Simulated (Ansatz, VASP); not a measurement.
## Two plane-wave programs on CeO2

Contents of INCAR:

```
PREC = Accurate ; ENCUT = 520
EDIFF = 1E-6 ; ISMEAR = 0
SIGMA = 0.05 ; LREAL = F
LASPH = T ; NELM = 60
ALGO = Normal ; ISIF = 2
LWAVE = F ; LCHARG = F
GGA = RE ; NBANDS = 19
```

KPOINTS

```
Automatic mesh
0
Gamma
  8 8 8
```

POSCAR

```
CeO2
1.0
    0.0000000000      2.7048609279      2.7048609279
    2.7048609279      0.0000000000      2.7048609279
    2.7048609279      2.7048609279      0.0000000000
Ce O
1 2
Direct
    0.0000000000      0.0000000000      0.0000000000
    0.2500000000      0.2500000000      0.2500000000
    0.7500000000      0.7500000000      0.7500000000
```

Input for Ansatz:

```yaml
crystal:
  lattice:
    - [0.0, 2.7048609279, 2.7048609279]
    - [2.7048609279, 0.0, 2.7048609279]
    - [2.7048609279, 2.7048609279, 0.0]
  atoms:
    - { symbol: Ce, position: [0.0, 0.0, 0.0] }
    - { symbol: O, position: [0.25, 0.25, 0.25] }
    - { symbol: O, position: [0.75, 0.75, 0.75] }
basis:
  ecutwfc: 420
  ecutrho_ratio: 4
kpoints:
  mp_grid: { grid: [8, 8, 8] }
hamiltonian:
  xc: revpbe
scf:
  occupations: { method: gaussian, width: 0.05 }
output:
  forces: true
  stress: true
  eigenvalues: true
```

Alike in both runs: task single point; functional revPBE; k mesh 8 × 8 × 8; occupations gaussian, width 0.05 eV; no spin polarisation.

```csv
,VASP,Ansatz
version,VASP 6.6.1,Ansatz 0.2.0
potentials or method,"VASP PAW PBE potentials, release 64 (Ce, O), cutoff 520 eV","scalar-relativistic, plane waves, PAW"
valence electrons in the cell,24,24
```

```csv
,VASP,Ansatz,Ansatz less VASP
gap on the k mesh at the Fermi level (eV),1.96,2.00,+0.036
least direct gap on the mesh (eV),2.07,2.10,+0.037
pressure (GPa),8.5,8.5,+0.03
```

VASP's potentials were made for PBE, not for revPBE.

Spin-orbit coupling is off throughout.
